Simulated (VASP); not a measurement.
Input of a VASP 6.6.1 run:

File POSCAR:

```
SrO
1.0
    0.0000000000      2.5934200000      2.5934200000
    2.5934200000      0.0000000000      2.5934200000
    2.5934200000      2.5934200000      0.0000000000
Sr O
1 1
Direct
    0.0000000000      0.0000000000      0.0000000000
    0.5000000000      0.5000000000      0.5000000000
```

File INCAR.step1:

```
  PREC = Accurate
  ENCUT = 520
  ISMEAR = -1
  SIGMA = 0.1069
  LREAL = False
  LASPH = True
  NELM = 60
  NBANDS = 15
  GGA = PE
  ALGO = Normal
  EDIFF = 1E-4
  LWAVE = True
  LCHARG = False
```

Contents of INCAR.step2:

```
  PREC = Accurate
  ENCUT = 520
  EDIFF = 1E-7
  ISMEAR = -1
  SIGMA = 0.1069
  LREAL = False
  LASPH = True
  NELM = 60
  ALGO = Normal
  ISIF = 2
  LWAVE = False
  LCHARG = True
  METAGGA = R2SCAN
  LMIXTAU = True
  LELF = True
  LVHAR = True
  NBANDS = 15
  ISTART = 1
```

The input KPOINTS:

```
regular mesh
0
Gamma
  9 9 9
```

Potentials or basis: VASP PAW PBE potentials, release 64 (Sr_sv, O).

Run with:

```bash
$ cat potpaw_PBE.64/Sr_sv/POTCAR potpaw_PBE.64/O/POTCAR > POTCAR
$ cp INCAR.step1 INCAR
$ mpirun -np 1 vasp_std > vasp.out
$ cp INCAR.step2 INCAR
$ mpirun -np 1 vasp_std > vasp.out
```

(1) Estimate the band gap on the k mesh.

(2) Predict the pressure.

## Answers

(1) 3.81 eV, indirect (least direct gap 3.92 eV).

(2) -0.9 GPa.

Caveat: the PAW data sets were made with another functional, which shifts forces and pressure a little.
